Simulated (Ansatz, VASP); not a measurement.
**Two plane-wave programs on TaN**

The input INCAR:

```
  PREC = Accurate
  ENCUT = 520
  EDIFF = 1E-6
  ISMEAR = 0
  SIGMA = 0.15
  LREAL = F
  LASPH = T
  NELM = 100
  ALGO = Normal
  ISIF = 2
  LWAVE = F
  LCHARG = F
  GGA = PS
  NBANDS = 15
```

Contents of KPOINTS:

```
Automatic mesh
0
Gamma
  21 21 18
```

The input POSCAR:

```
TaN
1.0
    2.9240351141      0.0000000000      0.0000000000
   -1.4620175570      2.5322886904      0.0000000000
    0.0000000000      0.0000000000      2.8707423432
Ta N
1 1
Direct
    0.3333333333      0.6666666667      0.5000000000
    0.0000000000      0.0000000000      0.0000000000
```

Input for Ansatz:

```yaml
crystal:
  lattice:
    - [2.9240351141, 0.0, 0.0]
    - [-1.462017557, 2.5322886904, 0.0]
    - [0.0, 0.0, 2.8707423432]
  atoms:
    - { symbol: Ta, position: [0.3333333333, 0.6666666667, 0.5] }
    - { symbol: "N", position: [0.0, 0.0, 0.0] }
basis:
  ecutwfc: 520.0
kpoints:
  mp_grid: { grid: [21, 21, 18] }
hamiltonian:
  xc: pbesol
scf:
  occupations: { method: gaussian, width: 0.15 }
output:
  forces: true
  stress: true
  eigenvalues: true
```

Alike in both runs: task single point; functional PBEsol; k mesh 21 × 21 × 18; occupations gaussian, width 0.15 eV; no spin polarisation.

```csv
,VASP,Ansatz
version,VASP 6.6.1,Ansatz 0.2.0
potentials or method,"VASP PAW PBE potentials, release 64 (Ta_pv, N), cutoff 520 eV","scalar-relativistic, plane waves, PAW"
valence electrons in the cell,16,18
```

```csv
,VASP,Ansatz,Ansatz less VASP
gap on the k mesh at the Fermi level (eV),none,none,-
pressure (GPa),0.8,0.0,-0.84
"traceless stress, the component that is largest in VASP (GPa)",0.14,0.00,-0.142
```

VASP's potentials were made for PBE, not for PBEsol. A gap of «none» marks a metal or a gap that the smearing closes. With one functional, cell and mesh, what is left measures potentials, basis and numerics. VASP's potentials hold 16 valence electrons a cell and Ansatz's 18, so a difference there can come from the potentials and not from the codes.

Spin-orbit coupling is off throughout.
